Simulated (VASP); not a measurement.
The system is V.

```
CELL_PARAMETERS angstrom
0.00000 2.54186 4.00102
1.46752 0.00000 4.00102
1.46752 2.54186 0.00000
ATOMIC_POSITIONS crystal
V 0.16667 0.83333 0.16667
V 0.83333 0.16667 0.83333
```

| Quantity | Value |
| --- | --- |
| Program | VASP 6.6.1 |
| Task | relaxation of cell and atoms |
| Functional | PBE |
| Potentials or basis | VASP PAW PBE potentials, release 64 (V_sv) |
| Cutoff | 600 eV |
| k mesh | 8 × 8 × 8 |
| Occupations | gaussian, width 0.1 eV |
| Spin | no spin polarisation |

At the start: pressure 130.9 GPa; volume 14.92 Å³/atom.

Question: Where does the relaxation end?

Answer: Over 27 steps the energy falls by 5817.8 meV/atom and the volume is 13.47 Å³/atom (-9.7 %); space group Fmmm (No. 69, to 0.05 Å).

The path:
| step | energy change (eV) | largest force (eV/Å) | pressure (GPa) | volume (Å³) |
| --- | --- | --- | --- | --- |
| 1 | 0.0000 | 0.0556 | 130.90 | 29.85 |
| 2 | 4.5824 | 0.4485 | -65.94 | 102.21 |
| 3 | -6.2983 | 0.1818 | -13.20 | 62.33 |
| 4 | -6.5625 | 0.0803 | -11.37 | 58.35 |
| 5 | -6.8084 | 0.2059 | -5.03 | 49.95 |
| 6 | -6.8108 | 0.1841 | -5.76 | 50.62 |
| 7 | -7.5007 | 0.1459 | -8.18 | 45.60 |
| 8 | -9.3306 | 0.3832 | -8.56 | 36.59 |
| 9 | -5.2635 | 12.7588 | 219.84 | 17.94 |
| 10 | -10.2011 | 1.3175 | 2.45 | 31.40 |
| 11 | -10.2378 | 2.6133 | 21.62 | 27.96 |
| 12 | -10.2984 | 2.0647 | 13.54 | 29.16 |
| 13 | -10.5432 | 2.2270 | 13.48 | 28.77 |
| 14 | -10.7167 | 2.2825 | 13.94 | 27.92 |
| 15 | -11.0714 | 1.2835 | 8.84 | 25.35 |
| 16 | -10.9919 | 2.1062 | 11.96 | 26.59 |
| 17 | -11.0861 | 1.3740 | 9.62 | 25.71 |
| 18 | -11.2596 | 0.1302 | -9.64 | 26.75 |
| 19 | -11.2599 | 0.0805 | -9.03 | 26.72 |
| 20 | -11.4759 | 0.7072 | -1.52 | 26.34 |
| 21 | -11.5120 | 1.2847 | 3.61 | 26.06 |
| 22 | -11.5825 | 0.8175 | 1.04 | 26.42 |
| 23 | -11.6261 | 0.2754 | -2.14 | 26.94 |
| 24 | -11.6321 | 0.0785 | 2.27 | 26.63 |
| 25 | -11.6324 | 0.1144 | 1.53 | 26.68 |
| 26 | -11.6351 | 0.0390 | 0.68 | 26.84 |
| 27 | -11.6356 | 0.0187 | 0.10 | 26.95 |

Final structure:
```cif
data_structure
_symmetry_space_group_name_H-M 'P 1'
_symmetry_Int_Tables_number 1
_cell_length_a 4.3784
_cell_length_b 2.6592
_cell_length_c 4.6755
_cell_angle_alpha 66.888
_cell_angle_beta 33.959
_cell_angle_gamma 79.153
_cell_volume 26.95
loop_
_atom_site_label
_atom_site_type_symbol
_atom_site_fract_x
_atom_site_fract_y
_atom_site_fract_z
_atom_site_occupancy
V1 V 0.13789 0.86211 0.13789 1
V2 V 0.86211 0.13789 0.86211 1
```
